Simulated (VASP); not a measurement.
# SbPt (P6_3/mmc) in VASP: notebook

The runs below take SbPt through single point, with PBEsol, r2SCAN.

Everything below comes from runs of VASP 6.6.1. Logs are shortened: lines on timing, memory, paths and dates and some standing lists are left out, and cuts for length are marked.

**1. The cell of the first run**

The structure is hexagonal, space group P6_3/mmc (No. 194). Conventional cell: a = 3.939 Å, b = 3.939 Å, c = 5.547 Å, α = 90.00°, β = 90.00°, γ = 120.00°. Within 3.6 Å of Sb (site symmetry -6m2) lie 6 Pt at 2.66 Å and 6 Sb at 3.59 Å. Within 3.5 Å of Pt (site symmetry -3m) lie 6 Sb at 2.66 Å and 2 Pt at 2.77 Å.

**2. Single point, PBEsol (strained)**

Input file INCAR:

```
SYSTEM = SbPt
ALGO = Normal
EDIFF = 1E-6
ENCUT = 520
GGA = PS
ISIF = 2
ISMEAR = 0
LASPH = .True.
LCHARG = .True.
LELF = .True.
LREAL = .False.
LVHAR = .True.
LWAVE = .False.
NBANDS = 23
NELM = 60
PREC = Accurate
SIGMA = 0.1
```

Input file KPOINTS:

```
k-points
0
Gamma
  12 12 8
  0 0 0
```

Input file POSCAR:

```
SbPt
1.0
    3.9387376692      0.0000000000      0.0000000000
   -1.9693688346      3.4110468804      0.0000000000
    0.0000000000      0.0000000000      5.5469116800
Sb Pt
2 2
Direct
    0.3333333333      0.6666666667      0.2500000000
    0.6666666667      0.3333333333      0.7500000000
    0.0000000000      0.0000000000      0.0000000000
    0.0000000000      0.0000000000      0.5000000000
```

Potentials or basis: VASP PAW PBE potentials, release 64 (Sb, Pt).

Launch:

```console
cat potpaw_PBE.64/Sb/POTCAR potpaw_PBE.64/Pt/POTCAR > POTCAR
mpirun -np 1 vasp_std > vasp.out
```

OUTCAR:

```text
SYSTEM = SbPt
   EDIFF = 1E-6
   ENCUT = 520
   GGA = PS
   ISIF = 2
   ISMEAR = 0
   LASPH = .True.
   LREAL = .False.
   NELM = 60
   PREC = Accurate

 ion  position               nearest neighbor table
   1  0.333  0.667  0.250-   3 2.66   4 2.66   3 2.66   4 2.66   3 2.66   4 2.66   2 3.59   2 3.59
                             2 3.59   2 3.59   2 3.59   2 3.59
   2  0.667  0.333  0.750-   3 2.66   4 2.66   3 2.66   4 2.66   3 2.66   4 2.66   1 3.59   1 3.59
                             1 3.59   1 3.59   1 3.59   1 3.59
   3  0.000  0.000  0.000-   1 2.66   2 2.66   2 2.66   1 2.66   2 2.66   1 2.66   4 2.77   4 2.77

   4  0.000  0.000  0.500-   1 2.66   2 2.66   2 2.66   1 2.66   2 2.66   1 2.66   3 2.77   3 2.77

  LATTYP: Found a hexagonal cell.
 ALAT       =     3.9387376692
 C/A-ratio  =     1.4082968062

  Lattice vectors:

 A1 = (   3.9387376692,   0.0000000000,   0.0000000000)
 A2 = (  -1.9693688346,   3.4110468804,   0.0000000000)
 A3 = (   0.0000000000,   0.0000000000,   5.5469116800)

Analysis of symmetry for initial positions (statically):
=====================================================================
 Subroutine PRICEL returns:
 Original cell was already a primitive cell.

 Routine SETGRP: Setting up the symmetry group for a
 hexagonal supercell.

 Subroutine GETGRP returns: Found 24 space group operations
 (whereof 12 operations were pure point group operations)
 out of a pool of 24 trial point group operations.

The static configuration has the point symmetry D_3d.
 The point group associated with its full space group is D_6h.

Analysis of symmetry for dynamics (positions and initial velocities):
=====================================================================
 Subroutine PRICEL returns:
 Original cell was already a primitive cell.

 Routine SETGRP: Setting up the symmetry group for a
 hexagonal supercell.

 Subroutine GETGRP returns: Found 24 space group operations
 (whereof 12 operations were pure point group operations)
 out of a pool of 24 trial point group operations.

The dynamic configuration has the point symmetry D_3d.
 The point group associated with its full space group is D_6h.

 Subroutine INISYM returns: Found 24 space group operations
 (whereof 12 operations are pure point group operations),
 and found     1 'primitive' translations

----------------------------------------------------------------------------------------

                                     Primitive cell

  volume of cell :      74.5240

  direct lattice vectors                    reciprocal lattice vectors
     3.938737669  0.000000000  0.000000000     0.253888450  0.146582565  0.000000000
    -1.969368835  3.411046880  0.000000000     0.000000000  0.293165129  0.000000000
     0.000000000  0.000000000  5.546911680     0.000000000  0.000000000  0.180280498

  length of vectors
     3.938737669  3.938737669  5.546911680     0.293165129  0.293165129  0.180280498

  position of ions in fractional coordinates (direct lattice)
     0.333333333  0.666666667  0.250000000
     0.666666667  0.333333333  0.750000000
     0.000000000  0.000000000  0.000000000
     0.000000000  0.000000000  0.500000000

  ion indices of the primitive-cell ions
   primitive index   ion index
                 1           1
                 2           2
                 3           3
                 4           4

----------------------------------------------------------------------------------------

 KPOINTS: k-points

Automatic generation of k-mesh.
 Grid dimensions read from file:
 generate k-points for:   12   12    8

 Generating k-lattice:

  Cartesian coordinates                     Fractional coordinates (reciprocal lattice)
     0.021157371  0.012215214  0.000000000     0.083333333  0.000000000  0.000000000
     0.000000000  0.024430427  0.000000000     0.000000000  0.083333333  0.000000000
     0.000000000  0.000000000  0.022535062     0.000000000  0.000000000  0.125000000

  Length of vectors
     0.024430427  0.024430427  0.022535062

  Shift w.r.t. Gamma in fractional coordinates (k-lattice)
     0.000000000  0.000000000  0.000000000

 Subroutine IBZKPT returns following result:
 ===========================================

 Found     95 irreducible k-points:

 Following reciprocal coordinates:
            Coordinates               Weight
  0.000000  0.000000  0.000000      1.000000
  0.083333  0.000000  0.000000      6.000000
  0.166667  0.000000  0.000000      6.000000
  0.250000 -0.000000  0.000000      6.000000
  0.333333  0.000000  0.000000      6.000000
  0.416667  0.000000  0.000000      6.000000
[... 16 lines left out ...]
  0.250000 -0.000000  0.125000     12.000000
  0.333333  0.000000  0.125000     12.000000
 [... further k-points ...]
   k-points           NKPTS =     95   k-points in BZ     NKDIM =     95   number of bands    NBANDS=     23
   number of dos      NEDOS =    301   number of ions     NIONS =      4
   total plane-waves  NPLWV =  37800
   dimension x,y,z NGX =    30 NGY =   30 NGZ =   42
   dimension x,y,z NGXF=    60 NGYF=   60 NGZF=   84
   ions per type =               2   2
   NGX,Y,Z   is equivalent  to a cutoff of  12.66, 12.66, 12.59 a.u.
   NGXF,Y,Z  is equivalent  to a cutoff of  25.32, 25.32, 25.18 a.u.
 SYSTEM =  SbPt
   PREC   = accura    normal or accurate (medium, high low for compatibility)
   ISTART =      0    job   : 0-new  1-cont  2-samecut
   ICHARG =      2    charge: 1-file 2-atom 10-const
   ISPIN  =      1    spin polarized calculation?
   LNONCOLLINEAR =      F non collinear calculations
   LSORBIT =      F    spin-orbit coupling
   LASPH  =      T    aspherical Exc in radial PAW
   ENCUT  =  520.0 eV  38.22 Ry    6.18 a.u.   7.32  7.32 10.31*2*pi/ulx,y,z
   NELM   =     60;   NELMIN=  2; NELMDL= -5     # of ELM steps
   EDIFF  = 0.1E-05   stopping-criterion for ELM
   LREAL  =      F    real-space projection
   EDIFFG = 0.1E-04   stopping-criterion for IOM
   NSW    =      0    number of steps for IOM
   IBRION =     -1    ionic relax: 0-MD 1-quasi-New 2-CG
   NFREE  =      0    steps in history (QN), initial steepest desc. (CG)
   ISIF   =      2    stress and relaxation
   ISYM   =      2    0-nonsym 1-usesym 2-fastsym
   POTIM  = 0.5000    time-step for ionic-motion
   TEBEG  =    0.0;   TEEND  =   0.0 temperature during run
   PSTRESS=    0.0 pullay stress
   NELECT =      30.0000    total number of electrons
   NUPDOWN=      -1.0000    fix difference up-down
   EMIN   =  10.00;   EMAX   =-10.00  energy-range for DOS
   EFERMI =   0.00;   METHOD = LEGACY
   ISMEAR =     0;   SIGMA  =   0.10  broadening in eV -4-tet -1-fermi 0-gaus
   EFERMI_NEDOS =   21; number of points for ismear=-14 and -15
   IALGO  =     38    algorithm
   IMIX   =      4    mixing-type and parameters
     AMIX     =   0.40;   BMIX     =  1.00
     AMIX_MAG =   1.60;   BMIX_MAG =  1.00
  volume/ion in A,a.u.               =      18.63       125.73
  Fermi-wavevector in a.u.,A,eV,Ry     =   1.208787  2.284277 19.880383  1.461167
  Thomas-Fermi vector in A             =   2.344385
   LORBIT       =      0    0 simple, 1 ext, 2 COOP (PROOUT), +10 PAW based schemes
   GGA     = PS    functional components
   LHFCALC =     F    Hartree Fock is set to
   AEXX    =    0.0000 exact exchange contribution
   IVDW    =     0    specifies the selected vdW correction
   LEPSILON=     F    determine dielectric tensor
   LRPA    =     F    only Hartree local field effects (RPA)
 non-spin polarized calculation
 Gauss-broadening in eV      SIGMA  =   0.10
  energy-cutoff  :      520.00
  volume of cell :       74.52
 maximum number of plane-waves:      2031
 NGX is ok and might be reduce to    30
   NGX = 15   NGY = 15   NGZ = 21

 number of electron      30.0000007 magnetization

 Free energy of the ion-electron system (eV)
  ---------------------------------------------------
  ext. energy  EPLUGINS =         0.00000000
  ---------------------------------------------------
  free energy    TOTEN  =       -24.28801883 eV

  energy without entropy =      -24.28025875  energy(sigma->0) =      -24.28413879

 E-fermi :  11.5209     XC(G=0): -12.0217

 val. band max:       11.5034152106   @ k =   0.0833   0.0833   0.1250
 cond. band min:      11.5298092378   @ k =   0.3333   0.0000   0.3750
 fundamental gap:      0.0263940272
 Fermi energy:        11.5208951604

 k-point     1 :       0.0000    0.0000    0.0000
  band No.  band energies     occupation
      1      -2.3630      2.00000
      2       1.7905      2.00000
      3       3.4550      2.00000
      4       4.9015      2.00000
      5       4.9015      2.00000
      6       5.1403      2.00000
[... 15 lines left out ...]
     22      16.8621      0.00000
     23      19.6245      0.00000

 k-point     2 :       0.0833    0.0000    0.0000
  band No.  band energies     occupation
      1      -2.2652      2.00000
      2       1.7010      2.00000
      3       3.5711      2.00000
      4       4.9266      2.00000
      5       5.0416      2.00000
      6       5.1237      2.00000
[... 15 lines left out ...]
     22      17.4943      0.00000
     23      18.7911      0.00000

 k-point     3 :       0.1667    0.0000    0.0000
  band No.  band energies     occupation
      1      -1.9760      2.00000
      2       1.4842      2.00000
      3       3.9112      2.00000
      4       4.9817      2.00000
      5       5.0496      2.00000
      6       5.3836      2.00000
[... 15 lines left out ...]
     22      18.5499      0.00000
     23      18.6184      0.00000
[... 495 lines left out ...]
 k-point    23 :       0.2500   -0.0000    0.1250
  band No.  band energies     occupation
      1      -1.4346      2.00000
      2       1.0737      2.00000
      3       4.3797      2.00000
      4       4.8851      2.00000
      5       5.0813      2.00000
      6       5.7033      2.00000
[... 15 lines left out ...]
     22      18.4447      0.00000
     23      18.6567      0.00000

 k-point    24 :       0.3333    0.0000    0.1250
  band No.  band energies     occupation
      1      -0.8384      2.00000
      2       0.9281      2.00000
      3       4.2101      2.00000
      4       4.8357      2.00000
      5       5.0647      2.00000
      6       5.5477      2.00000
[... 15 lines left out ...]
     22      18.0529      0.00000
     23      19.7755      0.00000

 [... further k-points ...]

------------------------ aborting loop because EDIFF is reached ----------------------------------------

  FORCE on cell =-STRESS in cart. coord.  units (eV):
  Direction    XX          YY          ZZ          XY          YZ          ZX
  --------------------------------------------------------------------------------------
  -------------------------------------------------------------------------------------
  Total        9.1092255      9.1092255      6.1452026     -0.0000000      0.0000000      0.0000000
  in kB      195.8375818    195.8375818    132.1145943     -0.0000000      0.0000000      0.0000000
  external PRESSURE =     174.5965860 kB  Pullay stress =       0.0000000 kB

 VOLUME and BASIS-vectors are now :
 -----------------------------------------------------------------------------
  energy-cutoff  :      520.00
  volume of cell :       74.52
      direct lattice vectors                 reciprocal lattice vectors
     3.938737669  0.000000000  0.000000000     0.253888450  0.146582565  0.000000000
    -1.969368835  3.411046880  0.000000000     0.000000000  0.293165129  0.000000000
     0.000000000  0.000000000  5.546911680     0.000000000  0.000000000  0.180280498

 POSITION                                       TOTAL-FORCE (eV/Angst)
 -----------------------------------------------------------------------------------
     -0.00000      2.27403      1.38673         0.000000     -0.000000      0.000000
      1.96937      1.13702      4.16018        -0.000000      0.000000      0.000000
      0.00000      0.00000      0.00000         0.000000      0.000000      0.000000
      0.00000      0.00000      2.77346        -0.000000      0.000000      0.000000
 -----------------------------------------------------------------------------------
    total drift:                                0.000000     -0.000000      0.000000

  FREE ENERGIE OF THE ION-ELECTRON SYSTEM (eV)
  ---------------------------------------------------
  free  energy   TOTEN  =       -24.2880188328 eV

  energy  without entropy=      -24.2802587476  energy(sigma->0) =      -24.28413879
```

Run time: 74 s. Hardware: 1 thread of Intel Xeon Platinum 8488C (Sapphire Rapids), shared host; peak memory 0.28 GiB.

Results:

```
Free energy            : -24.2880 eV
Pressure               : 17.5 GPa
Band gap on the k mesh : zero (bands 15 and 16 overlap by 4.65 eV)
```

Levels at points of the mesh, in eV from the Fermi level:
| k point | band 11 | band 12 | band 13 | band 14 | band 15 | band 16 | band 17 | band 18 | band 19 | band 20 |
| --- | --- | --- | --- | --- | --- | --- | --- | --- | --- | --- |
| (0.00, 0.00, 0.00) | -2.82 | -2.82 | 0.04 | 0.04 | 0.20 | 2.20 | 2.59 | 4.23 | 4.23 | 4.96 |
| (0.50, 0.00, 0.00) | -3.59 | -3.17 | -3.10 | -2.96 | -2.77 | -0.20 | 1.45 | 4.19 | 4.52 | 4.81 |
| (0.00, 0.00, 0.50) | -4.19 | -4.19 | -1.31 | -1.31 | 2.63 | 2.63 | 2.63 | 2.63 | 4.99 | 4.99 |
| (0.50, 0.00, 0.50) | -3.64 | -3.64 | -3.49 | -3.49 | 0.35 | 0.35 | 2.17 | 2.17 | 3.59 | 3.59 |

Caveat: the cell differs from its parent crystal (strained); the stress differs along the axes, from 13 to 20 GPa; the PAW data sets were made with another functional, which shifts forces and pressure a little; spin-orbit coupling is left out, which moves the levels of the heavy elements.

**3. Single point, PBEsol (strained)**

INCAR, as its differences from that of step 2:

```diff
@@ -1,3 +1,3 @@
 SYSTEM = SbPt
-ALGO = Normal
+ALGO = Fast
 EDIFF = 1E-6
```

KPOINTS is that of step 2.

POSCAR is that of step 2.

Potentials or basis: VASP PAW PBE potentials, release 64 (Sb, Pt).

Launch:

```console
cat potpaw_PBE.64/Sb/POTCAR potpaw_PBE.64/Pt/POTCAR > POTCAR
mpirun -np 1 vasp_std > vasp.out
```

Wall time 4.2 min (1 thread of Oxide Virtual Turin-like, shared host); peak memory 0.26 GiB.

The run converged. Its results:

| Property | Result |
| --- | --- |
| Free energy | -24.2880 eV |
| Pressure | 17.4 GPa |
| Band gap on the k mesh | zero (bands 15 and 16 overlap by 4.65 eV) |

Stress tensor (GPa, compression positive):
```
19.56  0.00  0.00
 0.00 19.56  0.00
 0.00  0.00 13.20
```

Levels at points of the mesh, in eV from the Fermi level:
```csv
k point,band 13,band 14,band 15,band 16,band 17,band 18
"(0.00, 0.00, 0.00)",0.04,0.04,0.20,2.20,2.59,4.23
"(0.50, 0.00, 0.00)",-3.10,-2.96,-2.77,-0.20,1.45,4.19
"(0.00, 0.00, 0.50)",-1.31,-1.31,2.63,2.63,2.63,2.63
"(0.50, 0.00, 0.50)",-3.49,-3.49,0.35,0.35,2.17,2.17
```

Caveat: the cell differs from its parent crystal (strained); the stress differs along the axes, from 13 to 20 GPa; the PAW data sets were made with another functional, which shifts forces and pressure a little; spin-orbit coupling is left out, which moves the levels of the heavy elements.

**4. Single point, r2SCAN (strained)**

Input file POSCAR:

```
SbPt
1.0
    4.1743953477      0.0000000000      0.0000000000
   -2.0871976739      3.6151324165      0.0000000000
    0.0000000000      0.0000000000      5.0383440000
Sb Pt
2 2
Direct
    0.3333333333      0.6666666667      0.2500000000
    0.6666666667      0.3333333333      0.7500000000
    0.0000000000      0.0000000000      0.0000000000
    0.0000000000      0.0000000000      0.5000000000
```

Input file INCAR.step1:

```
SYSTEM = SbPt
PREC = Accurate
ENCUT = 520
ISMEAR = 0
SIGMA = 0.1
LREAL = .FALSE.
LASPH = .TRUE.
NELM = 100
NBANDS = 23
GGA = PE
ALGO = Normal
EDIFF = 1E-4
LWAVE = .TRUE.
LCHARG = .FALSE.
```

Input file INCAR.step2:

```
SYSTEM = SbPt
PREC = Accurate
ENCUT = 520
EDIFF = 1E-7
ISMEAR = 0
SIGMA = 0.1
LREAL = .FALSE.
LASPH = .TRUE.
NELM = 100
ALGO = Normal
ISIF = 2
LWAVE = .FALSE.
LCHARG = .FALSE.
METAGGA = R2SCAN
LMIXTAU = .TRUE.
NBANDS = 23
ISTART = 1
```

Input file KPOINTS:

```
Automatic mesh
0
G
  12 12 8
  0 0 0
```

Launch:

```console
cat potpaw_PBE.64/Sb/POTCAR potpaw_PBE.64/Pt/POTCAR > POTCAR
cp INCAR.step1 INCAR
mpirun -np 1 vasp_std > vasp.out
cp INCAR.step2 INCAR
mpirun -np 1 vasp_std > vasp.out
```

Run time: 14 min. Hardware: 1 thread of Oxide Virtual Turin-like, shared host; peak memory 0.28 GiB.

It converged, with:

- Free energy: -155.4517 eV
- Pressure: 19.9 GPa
- Band gap on the k mesh: zero (bands 15 and 16 overlap by 4.62 eV)

Stress tensor (GPa, compression positive):
```
11.33  0.00  0.00
 0.00 11.33  0.00
 0.00  0.00 37.02
```

Levels at points of the mesh, in eV from the Fermi level:
| k point | band 13 | band 14 | band 15 | band 16 | band 17 | band 18 |
| --- | --- | --- | --- | --- | --- | --- |
| (0.00, 0.00, 0.00) | -0.60 | -0.60 | 1.86 | 2.05 | 2.74 | 3.51 |
| (0.50, 0.00, 0.00) | -3.08 | -2.03 | -1.90 | -0.74 | 2.88 | 4.28 |
| (0.00, 0.00, 0.50) | -1.01 | -1.01 | 2.43 | 2.43 | 2.43 | 2.43 |
| (0.50, 0.00, 0.50) | -3.56 | -3.56 | 0.11 | 0.11 | 1.80 | 1.80 |

Caveat: the cell differs from its parent crystal (strained); the stress differs along the axes, from 11 to 37 GPa; the PAW data sets were made with another functional, which shifts forces and pressure a little; spin-orbit coupling is left out, which moves the levels of the heavy elements.

The gap in the log of VASP goes by the Fermi energy; the results here count the filled bands.